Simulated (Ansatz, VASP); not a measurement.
Ge: VASP beside Ansatz

```
Ge
1.0
     0.00000    2.82891    2.71575
     2.82891    0.00000    2.71575
     2.82891    2.82891    0.00000
Ge
2
Direct
  0.75000 0.75000 0.75000
  0.50000 0.50000 0.50000
```

Change from the starting cell: strain_z = -0.04.

Alike in both runs: functional PBEsol; k mesh 8 × 8 × 8; occupations fermi-dirac, width 0.05 eV; no spin polarisation.

|  | VASP | Ansatz |
| --- | --- | --- |
| version | VASP 6.6.1 | Ansatz 0.2.0 |
| potentials or method | VASP PAW PBE potentials, release 64 (Ge_d), cutoff 520 eV | all-electron LAPW, scalar-relativistic |
| task | single point | band structure |

|  | VASP | Ansatz | Ansatz less VASP |
| --- | --- | --- | --- |
| gap on the k mesh at the Fermi level (eV) | none | none | - |
| pressure (GPa) | 3.6 | 3.7 | +0.10 |
| traceless stress, the component that is largest in VASP (GPa) | 1.78 | 1.78 | -0.005 |

VASP's potentials were made for PBE, not for PBEsol. A gap of «none» marks a metal or a gap that the smearing closes. Ansatz ran all-electron here, and VASP with PAW potentials.
